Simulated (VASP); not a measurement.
# NaF (I4mm) in VASP: a series of runs

The runs below take NaF through single point, with PBEsol.

Everything below comes from runs of VASP 6.6.1. Logs are shortened: lines on timing, memory, paths and dates and some standing lists are left out, and cuts for length are marked.

## (1) The cell of the first run

Symmetry: I4mm, No. 107, tetragonal system. Conventional cell: a = 3.281 Å, b = 3.281 Å, c = 4.640 Å, α = 90.00°, β = 90.00°, γ = 90.00°. Na (site symmetry 4mm) has 6 F at 2.04 to 2.60 Å within 2.7 Å. Within 2.7 Å of F (site symmetry 4mm) lie 6 Na at 2.04 to 2.60 Å.

## (2) Single point, PBEsol (shortest bond scaled by 0.88)

Contents of INCAR:

```
ALGO     = Normal         # electronic algorithm
EDIFF    = 1E-6           # SCF threshold, eV
ENCUT    = 970            # plane-wave cutoff, eV
GGA      = PS             # functional
GGA_COMPAT= F            
ISIF     = 2              # what is computed and relaxed
ISMEAR   = -1             # smearing method
LASPH    = T              # aspherical terms in the spheres
LCHARG   = F              # write CHGCAR
LREAL    = F              # projectors in reciprocal space
LWAVE    = F              # write WAVECAR
NBANDS   = 15             # bands
NELM     = 120            # most SCF steps
PREC     = Accurate       # precision mode
SIGMA    = 0.03           # smearing width, eV
```

Contents of KPOINTS:

```
k-points
0
Gamma
  9 9 9
```

Contents of POSCAR:

```
NaF
1.0
    0.0000000000      2.3200000000      2.3200000000
    2.3200000000      0.0000000000      2.3200000000
    2.3200000000      2.3200000000      0.0000000000
Na F
1 1
Direct
   -0.0300000000     -0.0300000000      0.0300000000
    0.5300000000      0.5300000000      0.4700000000
```

Potentials or basis: VASP PAW PBE potentials, release 64 (Na_sv, F).

Started as:

```console
$ cat potpaw_PBE.64/Na_sv/POTCAR potpaw_PBE.64/F/POTCAR > POTCAR
$ mpirun -np 1 vasp_std > vasp.out
```

OUTCAR:

```text
EDIFF = 1E-6
   ENCUT = 970
   GGA = PS
   ISIF = 2
   ISMEAR = -1
   LASPH = T
   LREAL = F
   NELM = 120
   PREC = Accurate

 ion  position               nearest neighbor table
   1  0.970  0.970  0.030-
   2  0.530  0.530  0.470-

  LATTYP: Found a face centered cubic cell.
 ALAT       =     4.6400000000

  Lattice vectors:

 A1 = (   0.0000000000,   2.3200000000,   2.3200000000)
 A2 = (   2.3200000000,   0.0000000000,   2.3200000000)
 A3 = (   2.3200000000,   2.3200000000,   0.0000000000)

Analysis of symmetry for initial positions (statically):
=====================================================================
 Subroutine PRICEL returns:
 Original cell was already a primitive cell.

 Routine SETGRP: Setting up the symmetry group for a
 face centered cubic supercell.

 Subroutine GETGRP returns: Found  8 space group operations
 (whereof  8 operations were pure point group operations)
 out of a pool of 48 trial point group operations.

The static configuration has the point symmetry C_4v.

Analysis of symmetry for dynamics (positions and initial velocities):
=====================================================================
 Subroutine PRICEL returns:
 Original cell was already a primitive cell.

 Routine SETGRP: Setting up the symmetry group for a
 face centered cubic supercell.

 Subroutine GETGRP returns: Found  8 space group operations
 (whereof  8 operations were pure point group operations)
 out of a pool of 48 trial point group operations.

The dynamic configuration has the point symmetry C_4v.

 Subroutine INISYM returns: Found  8 space group operations
 (whereof  8 operations are pure point group operations),
 and found     1 'primitive' translations

----------------------------------------------------------------------------------------

                                     Primitive cell

  volume of cell :      24.9743

  direct lattice vectors                    reciprocal lattice vectors
     0.000000000  2.320000000  2.320000000    -0.215517241  0.215517241  0.215517241
     2.320000000  0.000000000  2.320000000     0.215517241 -0.215517241  0.215517241
     2.320000000  2.320000000  0.000000000     0.215517241  0.215517241 -0.215517241

  length of vectors
     3.280975465  3.280975465  3.280975465     0.373286812  0.373286812  0.373286812

  position of ions in fractional coordinates (direct lattice)
     0.970000000  0.970000000  0.030000000
     0.530000000  0.530000000  0.470000000

  ion indices of the primitive-cell ions
   primitive index   ion index
                 1           1
                 2           2

----------------------------------------------------------------------------------------

 KPOINTS: k-points

Automatic generation of k-mesh.
 Grid dimensions read from file:
 generate k-points for:    9    9    9

 Generating k-lattice:

  Cartesian coordinates                     Fractional coordinates (reciprocal lattice)
    -0.023946360  0.023946360  0.023946360     0.111111111  0.000000000  0.000000000
     0.023946360 -0.023946360  0.023946360     0.000000000  0.111111111  0.000000000
     0.023946360  0.023946360 -0.023946360     0.000000000  0.000000000  0.111111111

  Length of vectors
     0.041476312  0.041476312  0.041476312

  Shift w.r.t. Gamma in fractional coordinates (k-lattice)
     0.000000000  0.000000000  0.000000000

 Subroutine IBZKPT returns following result:
 ===========================================

 Found     75 irreducible k-points:

 Following reciprocal coordinates:
            Coordinates               Weight
  0.000000  0.000000  0.000000      1.000000
  0.111111  0.000000  0.000000      8.000000
  0.222222  0.000000  0.000000      8.000000
  0.333333  0.000000  0.000000      8.000000
  0.444444  0.000000  0.000000      8.000000
  0.111111  0.111111  0.000000      2.000000
[... 16 lines left out ...]
  0.000000  0.222222  0.222222      4.000000
  0.333333  0.222222  0.000000      8.000000
 [... further k-points ...]
   k-points           NKPTS =     75   k-points in BZ     NKDIM =     75   number of bands    NBANDS=     15
   number of dos      NEDOS =    301   number of ions     NIONS =      2
   total plane-waves  NPLWV =  46656
   dimension x,y,z NGX =    36 NGY =   36 NGZ =   36
   dimension x,y,z NGXF=    72 NGYF=   72 NGZF=   72
   ions per type =               1   1
   NGX,Y,Z   is equivalent  to a cutoff of  18.24, 18.24, 18.24 a.u.
   NGXF,Y,Z  is equivalent  to a cutoff of  36.48, 36.48, 36.48 a.u.
 SYSTEM =  unknown system
   PREC   = accura    normal or accurate (medium, high low for compatibility)
   ISTART =      0    job   : 0-new  1-cont  2-samecut
   ICHARG =      2    charge: 1-file 2-atom 10-const
   ISPIN  =      1    spin polarized calculation?
   LNONCOLLINEAR =      F non collinear calculations
   LSORBIT =      F    spin-orbit coupling
   LASPH  =      T    aspherical Exc in radial PAW
   ENCUT  =  970.0 eV  71.29 Ry    8.44 a.u.   8.33  8.33  8.33*2*pi/ulx,y,z
   NELM   =    120;   NELMIN=  2; NELMDL= -5     # of ELM steps
   EDIFF  = 0.1E-05   stopping-criterion for ELM
   LREAL  =      F    real-space projection
   EDIFFG = 0.1E-04   stopping-criterion for IOM
   NSW    =      0    number of steps for IOM
   IBRION =     -1    ionic relax: 0-MD 1-quasi-New 2-CG
   NFREE  =      0    steps in history (QN), initial steepest desc. (CG)
   ISIF   =      2    stress and relaxation
   ISYM   =      2    0-nonsym 1-usesym 2-fastsym
   POTIM  = 0.5000    time-step for ionic-motion
   TEBEG  =    0.0;   TEEND  =   0.0 temperature during run
   PSTRESS=    0.0 pullay stress
   NELECT =      16.0000    total number of electrons
   NUPDOWN=      -1.0000    fix difference up-down
   EMIN   =  10.00;   EMAX   =-10.00  energy-range for DOS
   EFERMI =   0.00;   METHOD = LEGACY
   ISMEAR =    -1;   SIGMA  =   0.03  broadening in eV -4-tet -1-fermi 0-gaus
   EFERMI_NEDOS =   21; number of points for ismear=-14 and -15
   IALGO  =     38    algorithm
   IMIX   =      4    mixing-type and parameters
     AMIX     =   0.40;   BMIX     =  1.00
     AMIX_MAG =   1.60;   BMIX_MAG =  1.00
  volume/ion in A,a.u.               =      12.49        84.27
  Fermi-wavevector in a.u.,A,eV,Ry     =   1.411292  2.666955 27.099333  1.991745
  Thomas-Fermi vector in A             =   2.533158
   LORBIT       =      0    0 simple, 1 ext, 2 COOP (PROOUT), +10 PAW based schemes
   GGA     = PS    functional components
   LHFCALC =     F    Hartree Fock is set to
   AEXX    =    0.0000 exact exchange contribution
   IVDW    =     0    specifies the selected vdW correction
   LEPSILON=     F    determine dielectric tensor
   LRPA    =     F    only Hartree local field effects (RPA)
 non-spin polarized calculation
  energy-cutoff  :      970.00
  volume of cell :       24.97
 maximum number of plane-waves:      1739
 NGX is ok and might be reduce to    36
   NGX = 17   NGY = 17   NGZ = 17

 number of electron      16.0000001 magnetization

 Free energy of the ion-electron system (eV)
  ---------------------------------------------------
  ext. energy  EPLUGINS =         0.00000000
  ---------------------------------------------------
  free energy    TOTEN  =        -8.67962734 eV

  energy without entropy =       -8.67962734  energy(sigma->0) =       -8.67962734

 E-fermi :  -1.2213     XC(G=0):  -9.2525

 val. band max:       -1.8318839914   @ k =   0.0000   0.0000   0.0000
 cond. band min:       4.3217282597   @ k =   0.0000   0.0000   0.0000
 fundamental gap:      6.1536122511
 Fermi energy:        -1.2213171579

 k-point     1 :       0.0000    0.0000    0.0000
  band No.  band energies     occupation
      1     -48.5408      2.00000
      2     -21.0567      2.00000
      3     -20.5774      2.00000
      4     -20.5774      2.00000
      5     -20.3868      2.00000
      6      -1.8367      2.00000
      7      -1.8367      2.00000
      8      -1.8319      2.00000
      9       4.3217      0.00000
     10      17.1508      0.00000
     11      17.2715      0.00000
     12      17.2715      0.00000
     13      19.6014      0.00000
     14      22.1838      0.00000
     15      22.2257      0.00000

 k-point     2 :       0.1111    0.0000    0.0000
  band No.  band energies     occupation
      1     -48.5393      2.00000
      2     -21.1488      2.00000
      3     -20.5874      2.00000
      4     -20.5796      2.00000
      5     -20.2727      2.00000
      6      -2.0768      2.00000
      7      -1.8637      2.00000
      8      -1.8559      2.00000
      9       4.7584      0.00000
     10      15.6031      0.00000
     11      17.3534      0.00000
     12      17.4291      0.00000
     13      21.1966      0.00000
     14      21.6789      0.00000
     15      21.9594      0.00000

 k-point     3 :       0.2222    0.0000    0.0000
  band No.  band energies     occupation
      1     -48.5352      2.00000
      2     -21.3167      2.00000
      3     -20.5952      2.00000
      4     -20.5838      2.00000
      5     -20.0638      2.00000
      6      -2.5920      2.00000
      7      -1.9315      2.00000
      8      -1.9233      2.00000
      9       5.8503      0.00000
     10      13.6223      0.00000
     11      17.6912      0.00000
     12      17.7738      0.00000
     13      21.0794      0.00000
     14      21.1318      0.00000
     15      22.5230      0.00000
[... 343 lines left out ...]
 k-point    23 :       0.0000    0.2222    0.2222
  band No.  band energies     occupation
      1     -48.5334      2.00000
      2     -21.2493      2.00000
      3     -20.6200      2.00000
      4     -20.5992      2.00000
      5     -20.1011      2.00000
      6      -2.6191      2.00000
      7      -2.0229      2.00000
      8      -1.9883      2.00000
      9       6.3292      0.00000
     10      13.5640      0.00000
     11      16.6062      0.00000
     12      17.3570      0.00000
     13      18.7887      0.00000
     14      23.8323      0.00000
     15      24.6343      0.00000

 k-point    24 :       0.3333    0.2222    0.0000
  band No.  band energies     occupation
      1     -48.5295      2.00000
      2     -21.3544      2.00000
      3     -20.6117      2.00000
      4     -20.6086      2.00000
      5     -19.9843      2.00000
      6      -2.8469      2.00000
      7      -2.1069      2.00000
      8      -2.0725      2.00000
      9       7.3005      0.00000
     10      12.5037      0.00000
     11      16.3473      0.00000
     12      17.6462      0.00000
     13      17.9983      0.00000
     14      23.7139      0.00000
     15      25.0293      0.00000

 [... further k-points ...]

------------------------ aborting loop because EDIFF is reached ----------------------------------------

  FORCE on cell =-STRESS in cart. coord.  units (eV):
  Direction    XX          YY          ZZ          XY          YZ          ZX
  --------------------------------------------------------------------------------------
  -------------------------------------------------------------------------------------
  Total       -0.2122941     -0.2122941      1.2388824      0.0000000      0.0000000     -0.0000000
  in kB      -13.6192947    -13.6192947     79.4779633      0.0000000      0.0000000     -0.0000000
  external PRESSURE =      17.4131246 kB  Pullay stress =       0.0000000 kB

 VOLUME and BASIS-vectors are now :
 -----------------------------------------------------------------------------
  energy-cutoff  :      970.00
  volume of cell :       24.97
      direct lattice vectors                 reciprocal lattice vectors
     0.000000000  2.320000000  2.320000000    -0.215517241  0.215517241  0.215517241
     2.320000000  0.000000000  2.320000000     0.215517241 -0.215517241  0.215517241
     2.320000000  2.320000000  0.000000000     0.215517241  0.215517241 -0.215517241

 POSITION                                       TOTAL-FORCE (eV/Angst)
 -----------------------------------------------------------------------------------
      2.32000      2.32000      4.50080         0.000000      0.000000      0.928318
      2.32000      2.32000      2.45920         0.000000      0.000000     -0.928318
 -----------------------------------------------------------------------------------
    total drift:                               -0.000000     -0.000000     -0.000290

  FREE ENERGIE OF THE ION-ELECTRON SYSTEM (eV)
  ---------------------------------------------------
  free  energy   TOTEN  =        -8.6796273436 eV

  energy  without entropy=       -8.6796273436  energy(sigma->0) =       -8.67962734
```

It took 31 s on 1 thread of Intel Xeon 6975P-C (Granite Rapids), shared host; peak memory 0.22 GiB.

What came out:

```yaml
Free_energy: -8.6796 eV
Pressure: 1.7 GPa
Largest_force: 0.928 eV/Å
Band_gap_on_the_k_mesh: 6.15 eV
```

Forces on the atoms (eV/Å):
```
Na   0.000  0.000  0.928
F    0.000  0.000 -0.928
```

Levels at points of the mesh, in eV from the valence-band top:
```csv
k point,band 6,band 7,band 8,band 9,band 10,band 11
"(0.00, 0.00, 0.00)",0.00,0.00,0.00,6.15,18.98,19.10
```

Caveat: the cell differs from its parent crystal (shortest bond scaled by 0.88); the PAW data sets were made with another functional, which shifts forces and pressure a little; an odd mesh through Γ misses points on the zone boundary, where band edges can lie.

## (3) Single point, PBEsol (shortest bond scaled by 0.58)

Contents of INCAR:

```
  ALGO = Normal
  EDIFF = 1E-6
  ENCUT = 970
  GGA = PS
  GGA_COMPAT = F
  ISIF = 2
  ISMEAR = -1
  LASPH = T
  LCHARG = F
  LREAL = F
  LWAVE = F
  NBANDS = 15
  NELM = 120
  PREC = Accurate
  SIGMA = 0.03
```

KPOINTS is that of step 2.

Contents of POSCAR:

```
NaF
1.0
    0.0000000000      2.3200000000      2.3200000000
    2.3200000000      0.0000000000      2.3200000000
    2.3200000000      2.3200000000      0.0000000000
Na F
1 1
Direct
   -0.1050000000     -0.1050000000      0.1050000000
    0.6050000000      0.6050000000      0.3950000000
```

Potentials or basis: VASP PAW PBE potentials, release 64 (Na_sv, F).

Started as:

```console
$ cat potpaw_PBE.64/Na_sv/POTCAR potpaw_PBE.64/F/POTCAR > POTCAR
$ mpirun -np 1 vasp_std > vasp.out
```

Wall time 31 s (1 thread of Intel Xeon 6975P-C (Granite Rapids), shared host); peak memory 0.23 GiB.

The run converged. Its results:

| Property | Result |
| --- | --- |
| Free energy | -1.8054 eV |
| Pressure | 95.4 GPa |
| Largest force | 34.620 eV/Å |
| Band gap on the k mesh | 4.15 eV |

Forces in eV/Å, atoms in the order of the input:
```
Na    0.000   0.000  34.620
F     0.000   0.000 -34.620
```

Stress tensor (GPa, compression positive):
```
 -4.07   0.00   0.00
  0.00  -4.07   0.00
  0.00   0.00 294.47
```

Levels at points of the mesh, in eV from the valence-band top:
| k point | band 4 | band 5 | band 6 | band 7 | band 8 | band 9 | band 10 | band 11 | band 12 | band 13 |
| --- | --- | --- | --- | --- | --- | --- | --- | --- | --- | --- |
| (0.00, 0.00, 0.00) | -20.03 | -17.38 | -2.07 | -2.07 | 0.00 | 4.15 | 18.20 | 18.83 | 19.54 | 19.54 |

Caveat: the cell differs from its parent crystal (shortest bond scaled by 0.58); atoms lie so close that the PAW spheres overlap strongly, which falsifies energies and pressures; the cell stands under pressure; the PAW data sets were made with another functional, which shifts forces and pressure a little; an odd mesh through Γ misses points on the zone boundary, where band edges can lie.
